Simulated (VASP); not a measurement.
# Rh (Pm-3m) in VASP: further runs

Runs on Rh. Level: revPBE. Tasks: single point, relaxation of cell and atoms.

Program: VASP 6.6.1. These are calculated values, not measurements. Logs are shortened: lines on timing, memory, paths and dates and some standing lists are left out, and cuts for length are marked.

## 1. The cell of the first run

It takes space group Pm-3m (No. 221, cubic). Conventional cell: a = 2.649 Å, b = 2.649 Å, c = 2.649 Å, α = 90.00°, β = 90.00°, γ = 90.00°. Within 3.5 Å of Rh (site symmetry m-3m) lie 6 Rh at 2.65 Å.

## 2. Single point, revPBE (volume scaled by 1.12)

INCAR

```
ALGO = Normal
EDIFF = 1E-7
ENCUT = 520
GGA = RE
ISIF = 2
ISMEAR = -1
LASPH = True
LCHARG = True
LELF = True
LREAL = False
LVHAR = True
LWAVE = False
NBANDS = 14
NELM = 100
PREC = Accurate
SIGMA = 0.1
```

KPOINTS

```
k-points
0
Gamma
  14 14 14
```

POSCAR

```
Rh
1.0
    2.6491004773      0.0000000000      0.0000000000
    0.0000000000      2.6491004773      0.0000000000
    0.0000000000      0.0000000000      2.6491004773
Rh
1
Direct
    0.0000000000      0.0000000000      0.0000000000
```

Potentials or basis: VASP PAW PBE potentials, release 64 (Rh_pv).

Command:

```console
> cat potpaw_PBE.64/Rh_pv/POTCAR > POTCAR
> mpirun -np 1 vasp_std > vasp.out
```

OUTCAR:

```text
EDIFF = 1E-7
   ENCUT = 520
   GGA = RE
   ISIF = 2
   ISMEAR = -1
   LASPH = True
   LREAL = False
   NELM = 100
   PREC = Accurate

 ion  position               nearest neighbor table
   1  0.000  0.000  0.000-

  LATTYP: Found a simple cubic cell.
 ALAT       =     2.6491004773

  Lattice vectors:

 A1 = (   2.6491004773,   0.0000000000,   0.0000000000)
 A2 = (   0.0000000000,   2.6491004773,   0.0000000000)
 A3 = (   0.0000000000,   0.0000000000,   2.6491004773)

Analysis of symmetry for initial positions (statically):
=====================================================================
 Subroutine PRICEL returns:
 Original cell was already a primitive cell.

 Routine SETGRP: Setting up the symmetry group for a
 simple cubic supercell.

 Subroutine GETGRP returns: Found 48 space group operations
 (whereof 48 operations were pure point group operations)
 out of a pool of 48 trial point group operations.

The static configuration has the point symmetry O_h .

Analysis of symmetry for dynamics (positions and initial velocities):
=====================================================================
 Subroutine PRICEL returns:
 Original cell was already a primitive cell.

 Routine SETGRP: Setting up the symmetry group for a
 simple cubic supercell.

 Subroutine GETGRP returns: Found 48 space group operations
 (whereof 48 operations were pure point group operations)
 out of a pool of 48 trial point group operations.

The dynamic configuration has the point symmetry O_h .

 Subroutine INISYM returns: Found 48 space group operations
 (whereof 48 operations are pure point group operations),
 and found     1 'primitive' translations

----------------------------------------------------------------------------------------

                                     Primitive cell

  volume of cell :      18.5907

  direct lattice vectors                    reciprocal lattice vectors
     2.649100477  0.000000000  0.000000000     0.377486626  0.000000000  0.000000000
     0.000000000  2.649100477  0.000000000     0.000000000  0.377486626  0.000000000
     0.000000000  0.000000000  2.649100477     0.000000000  0.000000000  0.377486626

  length of vectors
     2.649100477  2.649100477  2.649100477     0.377486626  0.377486626  0.377486626

  position of ions in fractional coordinates (direct lattice)
     0.000000000  0.000000000  0.000000000

  ion indices of the primitive-cell ions
   primitive index   ion index
                 1           1

----------------------------------------------------------------------------------------

 KPOINTS: k-points

Automatic generation of k-mesh.
 Grid dimensions read from file:
 generate k-points for:   14   14   14

 Generating k-lattice:

  Cartesian coordinates                     Fractional coordinates (reciprocal lattice)
     0.026963330  0.000000000  0.000000000     0.071428571  0.000000000  0.000000000
     0.000000000  0.026963330  0.000000000     0.000000000  0.071428571  0.000000000
     0.000000000  0.000000000  0.026963330     0.000000000  0.000000000  0.071428571

  Length of vectors
     0.026963330  0.026963330  0.026963330

  Shift w.r.t. Gamma in fractional coordinates (k-lattice)
     0.000000000  0.000000000  0.000000000

 Subroutine IBZKPT returns following result:
 ===========================================

 Found    120 irreducible k-points:

 Following reciprocal coordinates:
            Coordinates               Weight
  0.000000  0.000000  0.000000      1.000000
  0.071429  0.000000  0.000000      6.000000
  0.142857  0.000000  0.000000      6.000000
  0.214286  0.000000  0.000000      6.000000
  0.285714  0.000000  0.000000      6.000000
  0.357143  0.000000  0.000000      6.000000
[... 16 lines left out ...]
  0.285714  0.214286  0.000000     24.000000
  0.357143  0.214286  0.000000     24.000000
 [... further k-points ...]
   k-points           NKPTS =    120   k-points in BZ     NKDIM =    120   number of bands    NBANDS=     14
   number of dos      NEDOS =    301   number of ions     NIONS =      1
   total plane-waves  NPLWV =   8000
   dimension x,y,z NGX =    20 NGY =   20 NGZ =   20
   dimension x,y,z NGXF=    40 NGYF=   40 NGZF=   40
   ions per type =               1
   NGX,Y,Z   is equivalent  to a cutoff of  12.55, 12.55, 12.55 a.u.
   NGXF,Y,Z  is equivalent  to a cutoff of  25.10, 25.10, 25.10 a.u.
 SYSTEM =  unknown system
   PREC   = accura    normal or accurate (medium, high low for compatibility)
   ISTART =      0    job   : 0-new  1-cont  2-samecut
   ICHARG =      2    charge: 1-file 2-atom 10-const
   ISPIN  =      1    spin polarized calculation?
   LNONCOLLINEAR =      F non collinear calculations
   LSORBIT =      F    spin-orbit coupling
   LASPH  =      T    aspherical Exc in radial PAW
   ENCUT  =  520.0 eV  38.22 Ry    6.18 a.u.   4.93  4.93  4.93*2*pi/ulx,y,z
   NELM   =    100;   NELMIN=  2; NELMDL= -5     # of ELM steps
   EDIFF  = 0.1E-06   stopping-criterion for ELM
   LREAL  =      F    real-space projection
   EDIFFG = 0.1E-05   stopping-criterion for IOM
   NSW    =      0    number of steps for IOM
   IBRION =     -1    ionic relax: 0-MD 1-quasi-New 2-CG
   NFREE  =      0    steps in history (QN), initial steepest desc. (CG)
   ISIF   =      2    stress and relaxation
   ISYM   =      2    0-nonsym 1-usesym 2-fastsym
   POTIM  = 0.5000    time-step for ionic-motion
   TEBEG  =    0.0;   TEEND  =   0.0 temperature during run
   PSTRESS=    0.0 pullay stress
   NELECT =      15.0000    total number of electrons
   NUPDOWN=      -1.0000    fix difference up-down
   EMIN   =  10.00;   EMAX   =-10.00  energy-range for DOS
   EFERMI =   0.00;   METHOD = LEGACY
   ISMEAR =    -1;   SIGMA  =   0.10  broadening in eV -4-tet -1-fermi 0-gaus
   EFERMI_NEDOS =   21; number of points for ismear=-14 and -15
   IALGO  =     38    algorithm
   IMIX   =      4    mixing-type and parameters
     AMIX     =   0.40;   BMIX     =  1.00
     AMIX_MAG =   1.60;   BMIX_MAG =  1.00
  volume/ion in A,a.u.               =      18.59       125.46
  Fermi-wavevector in a.u.,A,eV,Ry     =   1.524077  2.880087 31.603745  2.322810
  Thomas-Fermi vector in A             =   2.632433
   LORBIT       =      0    0 simple, 1 ext, 2 COOP (PROOUT), +10 PAW based schemes
   GGA     = RE    functional components
   LHFCALC =     F    Hartree Fock is set to
   AEXX    =    0.0000 exact exchange contribution
   IVDW    =     0    specifies the selected vdW correction
   LEPSILON=     F    determine dielectric tensor
   LRPA    =     F    only Hartree local field effects (RPA)
 non-spin polarized calculation
  energy-cutoff  :      520.00
  volume of cell :       18.59
 maximum number of plane-waves:       516
 NGX is ok and might be reduce to    20
   NGX =  9   NGY =  9   NGZ =  9

 number of electron      14.9999987 magnetization

 Free energy of the ion-electron system (eV)
  ---------------------------------------------------
  ext. energy  EPLUGINS =         0.00000000
  ---------------------------------------------------
  free energy    TOTEN  =        -5.91763763 eV

  energy without entropy =       -5.84921419  energy(sigma->0) =       -5.88342591

 E-fermi :   7.3765     XC(G=0): -11.9347

 val. band max:        7.3748902614   @ k =   0.5000   0.2143   0.0714
 cond. band min:       7.3915254432   @ k =   0.2857   0.2143   0.0000
 fundamental gap:      0.0166351818
 Fermi energy:         7.3765279046

 k-point     1 :       0.0000    0.0000    0.0000
  band No.  band energies     occupation
      1     -38.4418      2.00000
      2     -38.4418      2.00000
      3     -38.4418      2.00000
      4       1.5006      2.00000
      5       3.1880      2.00000
      6       3.1880      2.00000
      7       7.9514      0.00636
      8       7.9514      0.00636
      9       7.9514      0.00636
     10      23.2378      0.00000
     11      23.2378      0.00000
     12      23.2378      0.00000
     13      28.9608      0.00000
     14      29.6616      0.00000

 k-point     2 :       0.0714    0.0000    0.0000
  band No.  band energies     occupation
      1     -38.4647      2.00000
      2     -38.4400      2.00000
      3     -38.4400      2.00000
      4       1.6308      2.00000
      5       3.2116      2.00000
      6       3.2966      2.00000
      7       7.8544      0.01667
      8       7.8544      0.01667
      9       7.9591      0.00589
     10      22.2576      0.00000
     11      23.4592      0.00000
     12      23.4592      0.00000
     13      28.9662      0.00000
     14      29.2486      0.00000

 k-point     3 :       0.1429    0.0000    0.0000
  band No.  band energies     occupation
      1     -38.5285      2.00000
      2     -38.4347      2.00000
      3     -38.4347      2.00000
      4       1.9845      2.00000
      5       3.2784      2.00000
      6       3.6390      2.00000
      7       7.5928      0.20630
      8       7.5928      0.20630
      9       7.9806      0.00475
     10      20.3161      0.00000
     11      24.0886      0.00000
     12      24.0886      0.00000
     13      28.2788      0.00000
     14      28.9675      0.00000

 k-point     4 :       0.2143    0.0000    0.0000
  band No.  band energies     occupation
      1     -38.6199      2.00000
      2     -38.4271      2.00000
      3     -38.4271      2.00000
      4       2.4586      2.00000
      5       3.3769      2.00000
      6       4.2554      2.00000
      7       7.2379      1.60015
      8       7.2379      1.60015
      9       8.0119      0.00348
     10      18.2480      0.00000
     11      25.0372      0.00000
     12      25.0372      0.00000
     13      27.1551      0.00000
     14      28.9667      0.00000

 k-point     5 :       0.2857    0.0000    0.0000
  band No.  band energies     occupation
      1     -38.7203      2.00000
      2     -38.4186      2.00000
      3     -38.4186      2.00000
      4       2.9356      2.00000
      5       3.4892      2.00000
      6       5.1517      2.00000
      7       6.8708      1.98735
      8       6.8708      1.98735
      9       8.0468      0.00245
     10      16.2930      0.00000
     11      26.1203      0.00000
[... 276 lines left out ...]
 k-point    22 :       0.2143    0.2143    0.0000
  band No.  band energies     occupation
      1     -38.6068      2.00000
      2     -38.5991      2.00000
      3     -38.4125      2.00000
      4       3.2157      2.00000
      5       4.1386      2.00000
      6       4.6948      2.00000
      7       6.7185      1.99723
      8       7.2605      1.52279
      9       7.3972      0.89725
     10      19.0546      0.00000
     11      20.0429      0.00000
     12      26.8545      0.00000
     13      27.3111      0.00000
     14      28.9752      0.00000

 k-point    23 :       0.2857    0.2143    0.0000
  band No.  band energies     occupation
      1     -38.7023      2.00000
      2     -38.5931      2.00000
      3     -38.4042      2.00000
      4       3.4965      2.00000
      5       4.3177      2.00000
      6       5.1902      2.00000
      7       6.9072      1.98186
      8       6.9640      1.96819
      9       7.3915      0.92515
     10      17.3005      0.00000
     11      20.5931      0.00000
     12      26.7518      0.00000
     13      28.0207      0.00000
     14      28.9751      0.00000

 k-point    24 :       0.3571    0.2143    0.0000
  band No.  band energies     occupation
      1     -38.7906      2.00000
      2     -38.5844      2.00000
      3     -38.3966      2.00000
      4       3.7246      2.00000
      5       4.3711      2.00000
      6       5.3528      2.00000
      7       6.6700      1.99829
      8       7.4321      0.72915
      9       7.8628      0.01535
     10      15.3847      0.00000
     11      21.5423      0.00000
     12      26.0203      0.00000
     13      28.8226      0.00000
     14      28.9778      0.00000

 [... further k-points ...]

------------------------ aborting loop because EDIFF is reached ----------------------------------------

  FORCE on cell =-STRESS in cart. coord.  units (eV):
  Direction    XX          YY          ZZ          XY          YZ          ZX
  --------------------------------------------------------------------------------------
  -------------------------------------------------------------------------------------
  Total       -1.6733460     -1.6733460     -1.6733460     -0.0000000      0.0000000     -0.0000000
  in kB     -144.2118834   -144.2118834   -144.2118834     -0.0000000      0.0000000     -0.0000000
  external PRESSURE =    -144.2118834 kB  Pullay stress =       0.0000000 kB

 VOLUME and BASIS-vectors are now :
 -----------------------------------------------------------------------------
  energy-cutoff  :      520.00
  volume of cell :       18.59
      direct lattice vectors                 reciprocal lattice vectors
     2.649100477  0.000000000  0.000000000     0.377486626  0.000000000  0.000000000
     0.000000000  2.649100477  0.000000000     0.000000000  0.377486626  0.000000000
     0.000000000  0.000000000  2.649100477     0.000000000  0.000000000  0.377486626

 POSITION                                       TOTAL-FORCE (eV/Angst)
 -----------------------------------------------------------------------------------
      0.00000      0.00000      0.00000         0.000000      0.000000      0.000000
 -----------------------------------------------------------------------------------
    total drift:                               -0.000000      0.000000      0.000000

  FREE ENERGIE OF THE ION-ELECTRON SYSTEM (eV)
  ---------------------------------------------------
  free  energy   TOTEN  =        -5.9176376345 eV

  energy  without entropy=       -5.8492141890  energy(sigma->0) =       -5.88342591
```

It took 35 s on 1 thread of Intel Xeon 8259CL, shared host; peak memory 0.14 GiB.

Results:

| Item | Value |
| --- | --- |
| Free energy | -5.9176 eV |
| Pressure | -14.4 GPa |

Caveat: the cell differs from its parent crystal (volume scaled by 1.12); the PAW data sets were made with another functional, which shifts forces and pressure a little.

## 3. Relaxation of cell and atoms, revPBE

This run uses another cell than the first one, of 14.85 Å³/atom, 0.799 times its volume.

INCAR

```
SYSTEM = Rh
PREC     = Accurate       ! precision mode
ENCUT    = 600            ! plane-wave cutoff, eV
EDIFF    = 1E-6           ! SCF threshold, eV
ISMEAR   = -1             ! smearing method
SIGMA    = 0.1            ! smearing width, eV
LREAL    = .FALSE.        ! projectors in reciprocal space
LASPH    = .TRUE.         ! aspherical terms in the spheres
NELM     = 100            ! most SCF steps
ALGO     = Normal         ! electronic algorithm
ISIF     = 3              ! what is computed and relaxed
LWAVE    = .FALSE.        ! write WAVECAR
LCHARG   = .FALSE.        ! write CHGCAR
GGA      = RE             ! functional
IBRION   = 2              ! ionic algorithm
NSW      = 80             ! ionic steps
EDIFFG   = -0.01          ! ionic threshold
```

KPOINTS

```
Automatic mesh
0
G
  13 13 13
  0 0 0
```

POSCAR

```
Rh
1.0
    2.4580591709      0.0000000000      0.0000000000
    0.0000000000      2.4580591709      0.0000000000
    0.0000000000      0.0000000000      2.4580591709
Rh
1
Direct
    0.0000000000      0.0000000000      0.0000000000
```

Potentials or basis: VASP PAW PBE potentials, release 64 (Rh_pv).

Command:

```console
> cat potpaw_PBE.64/Rh_pv/POTCAR > POTCAR
> mpirun -np 1 vasp_std > vasp.out
```

Wall time 95 s (1 thread of Intel Xeon 8259CL, shared host); peak memory 0.14 GiB.

Results (log left out):

| Item | Value |
| --- | --- |
| Free energy | -6.0098 eV |
| Relaxed volume | 16.58 Å³/atom |
| Relaxed cell | a = 2.550 Å, b = 2.550 Å, c = 2.550 Å, α = 90.00°, β = 90.00°, γ = 90.00° |
| Space group after relaxing (to 0.05 Å) | Pm-3m (No. 221) |
| Energy gained by relaxing | 122.0 meV/atom |
| Ionic steps | 17 |
| Pressure after relaxing | 0.1 GPa |

Step by step:
```tsv
step	energy change (eV)	largest force (eV/Å)	pressure (GPa)	volume (Å³)
1	0.0000	0.0000	25.23	14.85
2	0.1871	0.0000	-20.48	20.47
3	-0.1214	0.0000	-1.27	16.72
4	-0.1219	0.0000	-0.22	16.61
5	-0.1220	0.0000	0.15	16.58
6	-0.1220	0.0000	0.15	16.58
7	-0.1220	0.0000	0.15	16.58
8	-0.1220	0.0000	0.14	16.58
9	-0.1220	0.0000	0.14	16.58
10	-0.1220	0.0000	0.14	16.58
11	-0.1220	0.0000	0.14	16.58
12	-0.1220	0.0000	0.14	16.58
13	-0.1220	0.0000	0.14	16.58
14	-0.1220	0.0000	0.14	16.58
15	-0.1220	0.0000	0.13	16.58
16	-0.1220	0.0000	0.13	16.58
17	-0.1220	0.0000	0.09	16.58
```

Final structure:
```xyz
1
Lattice="2.5501 0.0000 0.0000 0.0000 2.5501 0.0000 0.0000 0.0000 2.5501" Properties=species:S:1:pos:R:3 pbc="T T T"
Rh    0.0000    0.0000    2.5501
```

Levels at points of the mesh, in eV from the Fermi level:
```
           k point  band 6  band 7  band 8  band 9  band 10  band 11
(0.00, 0.00, 0.00)   -4.91    0.74    0.74    0.74    16.73    16.73
```

Caveat: the PAW data sets were made with another functional, which shifts forces and pressure a little.

(Continued in part 2 of 2.)
